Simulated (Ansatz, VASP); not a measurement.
## Na: VASP beside Ansatz

The input INCAR:

```
ALGO     = Normal         # electronic algorithm
EDIFF    = 1E-7           # SCF threshold, eV
ENCUT    = 520            # plane-wave cutoff, eV
GGA      = PS             # functional
ISIF     = 2              # what is computed and relaxed
ISMEAR   = -1             # smearing method
LASPH    = True           # aspherical terms in the spheres
LCHARG   = False          # write CHGCAR
LREAL    = False          # projectors in reciprocal space
LWAVE    = False          # write WAVECAR
NBANDS   = 10             # bands
NELM     = 60             # most SCF steps
PREC     = Accurate       # precision mode
SIGMA    = 0.1            # smearing width, eV
```

File KPOINTS:

```
k-points
0
Gamma
  17 17 17
```

Contents of POSCAR:

```
Na
1.0
   -2.1122259525      2.1122259525      2.1122259525
    2.1122259525     -2.1122259525      2.1122259525
    2.1122259525      2.1122259525     -2.1122259525
Na
1
Direct
    0.0000000000      0.0000000000      0.0000000000
```

Input for Ansatz:

```yaml
crystal:
  lattice:
    - [-2.1122259525, 2.1122259525, 2.1122259525]
    - [2.1122259525, -2.1122259525, 2.1122259525]
    - [2.1122259525, 2.1122259525, -2.1122259525]
  atoms:
    - { symbol: Na, position: [0.0, 0.0, 0.0] }
hamiltonian:
  xc: pbesol
  pseudopotentials:
    kind: paw
    azcp:
      Na: "pseudopotentials/Na.paw.azcp"
basis:
  ecutwfc: 420
  fft_grid_basis: typed
kpoints:
  mp_grid: { grid: [17, 17, 17], shift: [0, 0, 0] }
magnetization:
  spin_polarized: false
scf:
  occupations: { method: fermi_dirac, width: 0.1 }
output:
  stress: true
```

Alike in both runs: task single point; functional PBEsol; k mesh 17 × 17 × 17; occupations fermi-dirac, width 0.1 eV; no spin polarisation.

```csv
,VASP,Ansatz
version,VASP 6.6.1,Ansatz 0.2.0
potentials or method,"VASP PAW PBE potentials, release 64 (Na_pv), cutoff 520 eV","plane waves (420 eV) with PAW, scalar-relativistic"
valence electrons in the cell,7,9
```

|  | VASP | Ansatz | Ansatz less VASP |
| --- | --- | --- | --- |
| pressure (GPa) | -0.3 | -0.3 | 0.00 |

VASP's potentials were made for PBE, not for PBEsol, and Ansatz warns of the same on its side. With one functional, cell and mesh, what is left measures potentials, basis and numerics. VASP's potentials hold 7 valence electrons a cell and Ansatz's 9, so a difference there can come from the potentials and not from the codes.
